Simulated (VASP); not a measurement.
# Au (P6_3/mmc) in VASP: further runs, part 2 of 2

VASP 6.6.1. Earlier steps stand in the parts before.

### Step 3. Single point, PBEsol

This run uses another cell than the first one, of 17.02 Å³/atom.

The input, INCAR:

```
SYSTEM = Au
  PREC = Accurate
  ENCUT = 520
  EDIFF = 1E-6
  ISMEAR = -1
  SIGMA = 0.1
  LREAL = .False.
  LASPH = .True.
  NELM = 60
  ALGO = Normal
  ISIF = 2
  LWAVE = .False.
  LCHARG = .False.
  GGA = PS
  NBANDS = 30
```

The input, KPOINTS:

```
regular mesh
0
Gamma
  17 17 5
  0 0 0
```

The input, POSCAR:

```
Au
1.0
    2.8682990688      0.0000000000      0.0000000000
   -1.4341495344      2.4840198592      0.0000000000
    0.0000000000      0.0000000000      9.5538130339
Au
4
Direct
    0.0000000000      0.0000000000      1.0000000000
    0.0000000000      0.0000000000      0.5000000000
    0.3333333333      0.6666666667      0.2500000000
    0.6666666667      0.3333333333      0.7500000000
```

Potentials or basis: VASP PAW PBE potentials, release 64 (Au).

Run with:

```
$ cat potpaw_PBE.64/Au/POTCAR > POTCAR
$ mpirun -np 1 vasp_std > vasp.out
```

OUTCAR:

```text
SYSTEM = Au
   PREC = Accurate
   ENCUT = 520
   EDIFF = 1E-6
   ISMEAR = -1
   LREAL = .False.
   LASPH = .True.
   NELM = 60
   ISIF = 2
   GGA = PS

 ion  position               nearest neighbor table
   1  0.000  0.000  0.000-   3 2.91   4 2.91   3 2.91   4 2.91   4 2.91   3 2.91
   2  0.000  0.000  0.500-   3 2.91   4 2.91   3 2.91   4 2.91   4 2.91   3 2.91
   3  0.333  0.667  0.250-   1 2.91   2 2.91   1 2.91   2 2.91   1 2.91   2 2.91
   4  0.667  0.333  0.750-   1 2.91   2 2.91   1 2.91   2 2.91   1 2.91   2 2.91

  LATTYP: Found a hexagonal cell.
 ALAT       =     2.8682990688
 C/A-ratio  =     3.3308287611
[... 992 lines left out ...]
  --------------------------------------------------------------------------------------
  -------------------------------------------------------------------------------------
  Total       -0.0948274     -0.0948274     -0.1634908      0.0000000     -0.0000000     -0.0000000
  in kB       -2.2319683     -2.2319683     -3.8481106      0.0000000     -0.0000000     -0.0000000
  external PRESSURE =      -2.7706824 kB  Pullay stress =       0.0000000 kB

 VOLUME and BASIS-vectors are now :
 -----------------------------------------------------------------------------
  energy-cutoff  :      520.00
  volume of cell :       68.07
      direct lattice vectors                 reciprocal lattice vectors
     2.868299069  0.000000000  0.000000000     0.348638680  0.201286636  0.000000000
    -1.434149534  2.484019859  0.000000000     0.000000000  0.402573271  0.000000000
     0.000000000  0.000000000  9.553813034     0.000000000  0.000000000  0.104670250

 POSITION                                       TOTAL-FORCE (eV/Angst)
 -----------------------------------------------------------------------------------
      0.00000      0.00000      0.00000        -0.000000      0.000000     -0.000000
      0.00000      0.00000      4.77691        -0.000000      0.000000     -0.000000
     -0.00000      1.65601      2.38845        -0.000000      0.000000      0.000000
      1.43415      0.82801      7.16536         0.000000      0.000000     -0.000000
 -----------------------------------------------------------------------------------
    total drift:                               -0.000000      0.000000      0.000000

  FREE ENERGIE OF THE ION-ELECTRON SYSTEM (eV)
  ---------------------------------------------------
  free  energy   TOTEN  =       -15.7059101163 eV

  energy  without entropy=      -15.6720264393  energy(sigma->0) =      -15.68896828
```

OSZICAR:

```text
N       E                     dE             d eps       ncg     rms          rms(c)
DAV:   1     0.286342270004E+03    0.28634E+03   -0.22763E+04  5980   0.142E+03
DAV:   2    -0.982868435053E+01   -0.29617E+03   -0.28058E+03  6308   0.321E+02
DAV:   3    -0.170235610556E+02   -0.71949E+01   -0.71150E+01  6928   0.502E+01
DAV:   4    -0.170718514623E+02   -0.48290E-01   -0.48268E-01  6456   0.423E+00
DAV:   5    -0.170722627470E+02   -0.41128E-03   -0.41128E-03  6840   0.434E-01    0.192E+01
DAV:   6    -0.158084436317E+02    0.12638E+01   -0.28158E+00  6306   0.119E+01    0.119E+01
DAV:   7    -0.157210628170E+02    0.87381E-01   -0.39570E-01  6636   0.431E+00    0.404E+00
DAV:   8    -0.157059625108E+02    0.15100E-01   -0.52119E-02  6330   0.159E+00    0.678E-01
DAV:   9    -0.157058900103E+02    0.72501E-04   -0.18829E-04  6774   0.948E-02    0.456E-02
DAV:  10    -0.157059084571E+02   -0.18447E-04   -0.56781E-06  6680   0.179E-02    0.100E-02
DAV:  11    -0.157059101467E+02   -0.16896E-05   -0.12477E-06  4098   0.801E-03    0.105E-03
DAV:  12    -0.157059101163E+02    0.30405E-07   -0.76302E-08  3528   0.205E-03
   1 F= -.15705910E+02 E0= -.15688968E+02  d E =-.338837E-01
```

Wall time 3 min (1 thread of Intel Xeon 8259CL, shared host); peak memory 0.29 GiB.

Results:

| Quantity | Value |
| --- | --- |
| Free energy | -15.7059 eV |
| Pressure | -0.3 GPa |
| Band gap on the k mesh | zero (bands 22 and 23 overlap by 5.06 eV) |

Levels at points of the mesh, in eV from the Fermi level:
| k point | band 19 | band 20 | band 21 | band 22 | band 23 | band 24 | band 25 | band 26 |
| --- | --- | --- | --- | --- | --- | --- | --- | --- |
| (0.00, 0.00, 0.00) | -2.95 | -2.65 | -2.65 | -2.07 | -2.07 | -1.18 | 2.77 | 10.69 |

Caveat: the PAW data sets were made with another functional, which shifts forces and pressure a little; spin-orbit coupling is left out, which moves the levels of the heavy elements.

### Step 4. Relaxation of cell and atoms, PBEsol

This run uses another cell than the first one, of 16.96 Å³/atom.

The input, INCAR:

```
SYSTEM = Au
PREC = Accurate
ENCUT = 600
EDIFF = 1E-6
ISMEAR = -1
SIGMA = 0.1
LREAL = .False.
LASPH = .True.
NELM = 100
ALGO = Normal
ISIF = 3
LWAVE = .False.
LCHARG = .False.
GGA = PS
IBRION = 2
NSW = 80
EDIFFG = -0.01
```

The input, KPOINTS:

```
regular mesh
0
Gamma
  13 13 4
  0 0 0
```

The input, POSCAR:

```
Au
1.0
    2.8837471341      0.0000000000      0.0000000000
   -1.4418735670      2.4973982762      0.0000000000
    0.0000000000      0.0000000000      9.4183181399
Au
4
Direct
    0.0000000000      0.0000000000      0.0000000000
    0.0000000000      0.0000000000      0.5000000000
    0.3333333333      0.6666666667      0.2500000000
    0.6666666667      0.3333333333      0.7500000000
```

Run with:

```
$ cat potpaw_PBE.64/Au/POTCAR > POTCAR
$ mpirun -np 1 vasp_std > vasp.out
```

Wall time 7.3 min (1 thread of Intel Xeon 8259CL, shared host); peak memory 0.28 GiB.

The run converged. Its results:

```yaml
Free_energy: -15.7095 eV
Relaxed_volume: 16.99 Å³/atom
Relaxed_cell: a = 2.867 Å, b = 2.867 Å, c = 9.546 Å, α = 90.00°, β = 90.00°, γ = 120.00°
Space_group_after_relaxing_to_0.1_Å: P6_3/mmc (No. 194)
Energy_gained_by_relaxing: 1.6 meV/atom
Ionic_steps: 5
Pressure_after_relaxing: 0.0 GPa
Band_gap_on_the_k_mesh: zero (bands 22 and 23 overlap by 5.18 eV)
```

Step by step:
| step | energy change (eV) | largest force (eV/Å) | pressure (GPa) | volume (Å³) |
| --- | --- | --- | --- | --- |
| 1 | 0.0000 | 0.0000 | 0.34 | 67.83 |
| 2 | -0.0047 | 0.0000 | -0.59 | 68.18 |
| 3 | -0.0051 | 0.0000 | -0.80 | 68.28 |
| 4 | -0.0048 | 0.0000 | 1.07 | 67.64 |
| 5 | -0.0063 | 0.0000 | 0.03 | 67.96 |

Final structure:
```xyz
4
Lattice="2.8673 0.0000 0.0000 -1.4336 2.4831 0.0000 0.0000 0.0000 9.5458" Properties=species:S:1:pos:R:3 pbc="T T T"
Au    0.0000    0.0000    0.0000
Au    0.0000    0.0000    4.7729
Au    0.0000    1.6554    2.3864
Au    1.4336    0.8277    7.1593
```

Levels at points of the mesh, in eV from the Fermi level:
```tsv
k point	band 19	band 20	band 21	band 22	band 23	band 24	band 25	band 26
(0.00, 0.00, 0.00)	-2.93	-2.63	-2.63	-2.05	-2.05	-1.16	2.81	10.73
(0.00, 0.00, 0.50)	-3.19	-3.19	-2.29	-2.29	-2.29	-2.29	5.94	5.94
```

Caveat: the PAW data sets were made with another functional, which shifts forces and pressure a little; spin-orbit coupling is left out, which moves the levels of the heavy elements.

### Step 5. Overview

| task | cell | k mesh | cutoff (eV) | gap on the mesh (eV) | pressure (GPa) |
| --- | --- | --- | --- | --- | --- |
| single point | a = 2.979, b = 2.979, c = 9.922 Å, angles 90.0, 90.0, 120.0°, 4 atoms | 14 × 14 × 4 | 520 | none | -14.2 |
| single point | a = 2.868, b = 2.868, c = 9.554 Å, angles 90.0, 90.0, 120.0°, 4 atoms | 17 × 17 × 5 | 520 | none | -0.3 |
| relaxation of cell and atoms | relaxed from a = 2.884, b = 2.884, c = 9.418 Å, angles 90.0, 90.0, 120.0°, 4 atoms | 13 × 13 × 4 | 600 | none | 0.0 |

Alike in all rows: level PBEsol; potentials or basis VASP PAW PBE potentials, release 64 (Au); no spin polarisation; smearing fermi-dirac 0.1 eV.

Caveats: the PAW data sets were made with another functional, which shifts forces and pressure a little; spin-orbit coupling is left out, which moves the levels of the heavy elements; the cell stands under tension (at least some runs).

Total energies depend on the potentials used, so only differences within one code and one set of settings carry meaning.
